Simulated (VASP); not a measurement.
# SnTe5 (P-62m) in VASP: notebook, part 2 of 2

VASP 6.6.1.

### Step 4. Relaxation of cell and atoms, PBE

This run uses another cell than the first one, of 30.65 Å³/atom.

Input file INCAR:

```
  PREC = Accurate
  ENCUT = 600
  EDIFF = 1E-7
  ISMEAR = 0
  SIGMA = 0.1
  LREAL = F
  LASPH = T
  NELM = 100
  ALGO = Normal
  ISIF = 3
  LWAVE = F
  LCHARG = F
  GGA = PE
  IBRION = 2
  NSW = 100
  EDIFFG = -0.01
```

Input file KPOINTS:

```
regular mesh
0
Gamma
  6 6 8
```

Input file POSCAR:

```
SnTe5
1.0
    6.8237789593      0.0000000000      0.0000000000
   -3.4118894797      5.9095659286      0.0000000000
    0.0000000000      0.0000000000      4.5600550554
Sn Te
1 5
Direct
    0.0000000000      0.0000000000      0.5000000000
    0.6627293552      0.0000000000      0.0000000000
    0.3372706448      0.3372706448      0.0000000000
    0.0000000000      0.6627293552      0.0000000000
    0.6666666667      0.3333333333      0.5000000000
    0.3333333333      0.6666666667      0.5000000000
```

Potentials or basis: VASP PAW PBE potentials, release 64 (Sn_d, Te).

Started as:

```console
cat potpaw_PBE.64/Sn_d/POTCAR potpaw_PBE.64/Te/POTCAR > POTCAR
mpirun -np 1 vasp_std > vasp.out
```

OUTCAR:

```text
PREC = Accurate
   ENCUT = 600
   EDIFF = 1E-7
   ISMEAR = 0
   LREAL = F
   LASPH = T
   NELM = 100
   ISIF = 3
   GGA = PE
   IBRION = 2
   NSW = 100
   EDIFFG = -0.01

 ion  position               nearest neighbor table
   1  0.000  0.000  0.500-   2 3.24   2 3.24   3 3.24   3 3.24   4 3.24   4 3.24
   2  0.663  0.000  0.000-   5 3.21   5 3.21   6 3.21   6 3.21   1 3.24   1 3.24
   3  0.337  0.337  0.000-   5 3.21   5 3.21   6 3.21   6 3.21   1 3.24   1 3.24
   4  0.000  0.663  0.000-   6 3.21   6 3.21   5 3.21   5 3.21   1 3.24   1 3.24
   5  0.667  0.333  0.500-   2 3.21   2 3.21   4 3.21   4 3.21   3 3.21   3 3.21
   6  0.333  0.667  0.500-   4 3.21   4 3.21   2 3.21   2 3.21   3 3.21   3 3.21

  LATTYP: Found a hexagonal cell.
 ALAT       =     6.8237789593
 C/A-ratio  =     0.6682594912

  Lattice vectors:

 A1 = (   6.8237789593,   0.0000000000,   0.0000000000)
 A2 = (  -3.4118894797,   5.9095659286,   0.0000000000)
 A3 = (   0.0000000000,   0.0000000000,   4.5600550554)

Analysis of symmetry for initial positions (statically):
=====================================================================
 Subroutine PRICEL returns:
 Original cell was already a primitive cell.

 Routine SETGRP: Setting up the symmetry group for a
 hexagonal supercell.

 Subroutine GETGRP returns: Found 12 space group operations
 (whereof 12 operations were pure point group operations)
 out of a pool of 24 trial point group operations.

The static configuration has the point symmetry D_3h.

Analysis of symmetry for dynamics (positions and initial velocities):
=====================================================================
 Subroutine PRICEL returns:
 Original cell was already a primitive cell.

 Routine SETGRP: Setting up the symmetry group for a
 hexagonal supercell.

 Subroutine GETGRP returns: Found 12 space group operations
 (whereof 12 operations were pure point group operations)
 out of a pool of 24 trial point group operations.

The dynamic configuration has the point symmetry D_3h.

 Subroutine INISYM returns: Found 12 space group operations
 (whereof 12 operations are pure point group operations),
 and found     1 'primitive' translations

----------------------------------------------------------------------------------------

                                     Primitive cell

  volume of cell :     183.8868

  direct lattice vectors                    reciprocal lattice vectors
     6.823778959  0.000000000  0.000000000     0.146546365  0.084608583  0.000000000
    -3.411889480  5.909565929  0.000000000     0.000000000  0.169217166  0.000000000
     0.000000000  0.000000000  4.560055055     0.000000000  0.000000000  0.219295598

  length of vectors
     6.823778959  6.823778959  4.560055055     0.169217166  0.169217166  0.219295598

  position of ions in fractional coordinates (direct lattice)
     0.000000000  0.000000000  0.500000000
     0.662729355  0.000000000  0.000000000
     0.337270645  0.337270645  0.000000000
     0.000000000  0.662729355  0.000000000
     0.666666667  0.333333333  0.500000000
     0.333333333  0.666666667  0.500000000

  ion indices of the primitive-cell ions
   primitive index   ion index
                 1           1
                 2           2
[... 70 lines left out ...]
   ISPIN  =      1    spin polarized calculation?
   LNONCOLLINEAR =      F non collinear calculations
   LSORBIT =      F    spin-orbit coupling
   LASPH  =      T    aspherical Exc in radial PAW
   ENCUT  =  600.0 eV  44.10 Ry    6.64 a.u.  13.63 13.63  9.11*2*pi/ulx,y,z
   NELM   =    100;   NELMIN=  2; NELMDL= -5     # of ELM steps
   EDIFF  = 0.1E-06   stopping-criterion for ELM
   LREAL  =      F    real-space projection
   EDIFFG = -.1E-01   stopping-criterion for IOM
   NSW    =    100    number of steps for IOM
   IBRION =      2    ionic relax: 0-MD 1-quasi-New 2-CG
   NFREE  =      1    steps in history (QN), initial steepest desc. (CG)
   ISIF   =      3    stress and relaxation
   ISYM   =      2    0-nonsym 1-usesym 2-fastsym
   POTIM  = 0.5000    time-step for ionic-motion
   TEBEG  =    0.0;   TEEND  =   0.0 temperature during run
   PSTRESS=    0.0 pullay stress
   NELECT =      44.0000    total number of electrons
   NUPDOWN=      -1.0000    fix difference up-down
   EMIN   =  10.00;   EMAX   =-10.00  energy-range for DOS
   EFERMI =   0.00;   METHOD = LEGACY
   ISMEAR =     0;   SIGMA  =   0.10  broadening in eV -4-tet -1-fermi 0-gaus
   EFERMI_NEDOS =   21; number of points for ismear=-14 and -15
   IALGO  =     38    algorithm
   IMIX   =      4    mixing-type and parameters
     AMIX     =   0.40;   BMIX     =  1.00
     AMIX_MAG =   1.60;   BMIX_MAG =  1.00
  volume/ion in A,a.u.               =      30.65       206.82
  Fermi-wavevector in a.u.,A,eV,Ry     =   1.016347  1.920618 14.054302  1.032962
  Thomas-Fermi vector in A             =   2.149686
   LORBIT       =      0    0 simple, 1 ext, 2 COOP (PROOUT), +10 PAW based schemes
   GGA     = PE    functional components
   LHFCALC =     F    Hartree Fock is set to
   AEXX    =    0.0000 exact exchange contribution
   IVDW    =     0    specifies the selected vdW correction
   LEPSILON=     F    determine dielectric tensor
   LRPA    =     F    only Hartree local field effects (RPA)
 conjugate gradient relaxation of ions
 non-spin polarized calculation
 Gauss-broadening in eV      SIGMA  =   0.10
  energy-cutoff  :      600.00
  volume of cell :      183.89
 maximum number of plane-waves:      6181
 NGX is ok and might be reduce to    56
   NGX = 27   NGY = 27   NGZ = 19

--------------------------------------- Ionic step        1  -------------------------------------------

 number of electron      43.9999999 magnetization

 Free energy of the ion-electron system (eV)
  ---------------------------------------------------
  ext. energy  EPLUGINS =         0.00000000
  ---------------------------------------------------
  free energy    TOTEN  =       -18.85706360 eV

  energy without entropy =      -18.83559193  energy(sigma->0) =      -18.84632776

------------------------ aborting loop because EDIFF is reached ----------------------------------------

  FORCE on cell =-STRESS in cart. coord.  units (eV):
  Direction    XX          YY          ZZ          XY          YZ          ZX
  --------------------------------------------------------------------------------------
  -------------------------------------------------------------------------------------
  Total        0.8898375      0.8898375     -1.7660294     -0.0000000     -0.0000000      0.0000000
  in kB        7.7530159      7.7530159    -15.3871395     -0.0000000     -0.0000000      0.0000000
  external PRESSURE =       0.0396308 kB  Pullay stress =       0.0000000 kB
[... 101 lines left out ...]
  FREE ENERGIE OF THE ION-ELECTRON SYSTEM (eV)
  ---------------------------------------------------
  free  energy   TOTEN  =       -18.8987225241 eV

  energy  without entropy=      -18.8746267997  energy(sigma->0) =      -18.88667466

[... ionic steps 4 to 10 ...]

--------------------------------------- Ionic step       11  -------------------------------------------

 number of electron      43.9999993 magnetization

------------------------ aborting loop because EDIFF is reached ----------------------------------------
[... 75 lines left out ...]
--------------------------------------- Ionic step       13  -------------------------------------------

 number of electron      43.9999994 magnetization

 Free energy of the ion-electron system (eV)
  ---------------------------------------------------
  ext. energy  EPLUGINS =         0.00000000
  ---------------------------------------------------
  free energy    TOTEN  =       -18.91506133 eV

  energy without entropy =      -18.89162867  energy(sigma->0) =      -18.90334500

 E-fermi :   6.6633     XC(G=0):  -9.5192

 val. band max:        6.6564978447   @ k =   0.0000   0.0000   0.5000
 cond. band min:       6.6706871531   @ k =   0.3333   0.0000   0.2500
 fundamental gap:      0.0141893084
 Fermi energy:         6.6632568487

 k-point     1 :       0.0000    0.0000    0.0000
  band No.  band energies     occupation
      1     -14.9294      2.00000
      2     -14.9294      2.00000
      3     -14.9207      2.00000
      4     -14.9207      2.00000
      5     -14.9185      2.00000
      6      -6.6928      2.00000
[... 685 lines left out ...]
     25       7.9465      0.00000
     26       8.6445      0.00000

 [... further k-points ...]

------------------------ aborting loop because EDIFF is reached ----------------------------------------

  FORCE on cell =-STRESS in cart. coord.  units (eV):
  Direction    XX          YY          ZZ          XY          YZ          ZX
  --------------------------------------------------------------------------------------
  -------------------------------------------------------------------------------------
  Total       -0.0051242     -0.0051242      0.0405052      0.0000000     -0.0000000      0.0000000
  in kB       -0.0435025     -0.0435025      0.3438743      0.0000000     -0.0000000      0.0000000
  external PRESSURE =       0.0856231 kB  Pullay stress =       0.0000000 kB
[... 21 lines left out ...]
  FREE ENERGIE OF THE ION-ELECTRON SYSTEM (eV)
  ---------------------------------------------------
  free  energy   TOTEN  =       -18.9150613341 eV

  energy  without entropy=      -18.8916286739  energy(sigma->0) =      -18.90334500

 reached required accuracy - stopping structural energy minimisation
```

OSZICAR:

```text
N       E                     dE             d eps       ncg     rms          rms(c)
DAV:   1     0.350984590219E+03    0.35098E+03   -0.19653E+04  1820   0.178E+03
DAV:   2     0.275808120589E+02   -0.32340E+03   -0.31720E+03  1960   0.367E+02
DAV:   3    -0.164521184035E+02   -0.44033E+02   -0.42636E+02  2322   0.128E+02
DAV:   4    -0.188073538425E+02   -0.23552E+01   -0.23143E+01  2052   0.291E+01
[... 118 lines left out ...]
DAV:   3    -0.189151253275E+02    0.21276E-03   -0.30638E-04  2314   0.151E-01    0.412E-02
DAV:   4    -0.189150676864E+02    0.57641E-04   -0.10441E-04  2450   0.852E-02    0.322E-02
DAV:   5    -0.189150621555E+02    0.55309E-05   -0.59317E-06  2616   0.141E-02    0.251E-02
DAV:   6    -0.189150613464E+02    0.80906E-06   -0.66557E-07  2066   0.583E-03    0.759E-03
DAV:   7    -0.189150613341E+02    0.12343E-07   -0.71143E-08   910   0.232E-03
  13 F= -.18915061E+02 E0= -.18903345E+02  d E =-.701460E-04
```

Wall time 25 min (1 thread of Intel Xeon Platinum 8488C (Sapphire Rapids), shared host); peak memory 0.46 GiB.

What came out:

| Property | Result |
| --- | --- |
| Free energy | -18.9151 eV |
| Relaxed volume | 31.45 Å³/atom |
| Relaxed cell | a = 7.053 Å, b = 7.053 Å, c = 4.381 Å, α = 90.00°, β = 90.00°, γ = 120.00° |
| Space group after relaxing (to 0.1 Å) | P-62m (No. 189) |
| Energy gained by relaxing | 9.7 meV/atom |
| Ionic steps | 13 |
| Pressure after relaxing | 0.0 GPa |
| Largest force after relaxing | 0.004 eV/Å |
| Band gap on the k mesh | zero (bands 22 and 23 overlap by 0.76 eV) |

Forces in eV/Å, atoms in the order of the input:
```
Sn   0.000  0.000  0.000
Te   0.004  0.000  0.000
Te  -0.002 -0.003  0.000
Te  -0.002  0.003  0.000
Te   0.000  0.000  0.000
Te   0.000  0.000  0.000
```

Step by step:
```csv
step,energy change (eV),largest force (eV/Å),pressure (GPa),volume (Å³)
1,0.0000,0.0092,0.00,183.89
2,-0.0294,0.0096,0.41,183.88
3,-0.0417,0.0496,0.85,183.81
4,-0.0551,0.0359,-0.21,189.03
5,-0.0553,0.0372,-0.12,188.57
6,-0.0565,0.0404,-0.06,188.71
7,-0.0569,0.0422,-0.02,188.80
8,-0.0566,0.0454,0.06,188.97
9,-0.0570,0.0433,0.00,188.85
10,-0.0574,0.0337,-0.02,188.89
11,-0.0579,0.0049,-0.06,189.03
12,-0.0579,0.0024,0.11,188.29
13,-0.0580,0.0039,0.01,188.72
```

Final structure:
```
CELL_PARAMETERS angstrom
7.05294 0.00000 0.00000
-3.52647 6.10802 0.00000
0.00000 0.00000 4.38078
ATOMIC_POSITIONS crystal
Sn 0.00000 0.00000 0.50000
Te 0.66581 0.00000 0.00000
Te 0.33419 0.33419 0.00000
Te 0.00000 0.66581 0.00000
Te 0.66667 0.33333 0.50000
Te 0.33333 0.66667 0.50000
```

Levels at points of the mesh, in eV from the Fermi level:
```tsv
k point	band 19	band 20	band 21	band 22	band 23	band 24	band 25	band 26
(0.00, 0.00, 0.00)	-1.45	-1.33	-0.68	-0.68	-0.32	0.11	0.97	0.97
(0.50, 0.00, 0.00)	-2.04	-2.01	-0.25	-0.20	0.50	0.74	1.13	1.55
(0.00, 0.00, 0.50)	-2.69	-0.33	-0.33	-0.01	0.07	0.53	0.53	3.19
(0.50, 0.00, 0.50)	-1.48	-1.39	-1.25	-0.50	-0.47	1.25	1.53	1.85
```

Caveat: semilocal functionals underestimate gaps, so a narrow gap can read as zero; spin-orbit coupling is left out, which moves the levels of the heavy elements.

### Step 5. Summary

| task | cell | k mesh | cutoff (eV) | gap on the mesh (eV) | pressure (GPa) | relaxed volume (Å³/atom) |
| --- | --- | --- | --- | --- | --- | --- |
| single point | a = 7.056, b = 7.056, c = 4.382 Å, angles 90.0, 90.0, 120.0°, 6 atoms, atomic positions A | 6 × 6 × 8 | 520 | none | -0.1 | - |
| relaxation of cell and atoms | relaxed from a = 6.130, b = 6.130, c = 6.094 Å, angles 90.0, 90.0, 120.0°, 6 atoms, atomic positions B | 3 × 3 × 4 | 600 | none | 0.2 | 30.98 |
| relaxation of cell and atoms | relaxed from a = 6.824, b = 6.824, c = 4.560 Å, angles 90.0, 90.0, 120.0°, 6 atoms, atomic positions C | 6 × 6 × 8 | 600 | none | 0.0 | 31.45 |

Alike in all rows: level PBE; potentials or basis VASP PAW PBE potentials, release 64 (Sn_d, Te); no spin polarisation; smearing gaussian 0.1 eV.

Caveats: some runs use coarse meshes; semilocal functionals underestimate gaps, so a narrow gap can read as zero; spin-orbit coupling is left out, which moves the levels of the heavy elements; a cell axis changed by over 15 % at a fixed basis, so the end point is rough (at least some runs).

Total energies depend on the potentials used, so only differences within one code and one set of settings carry meaning.
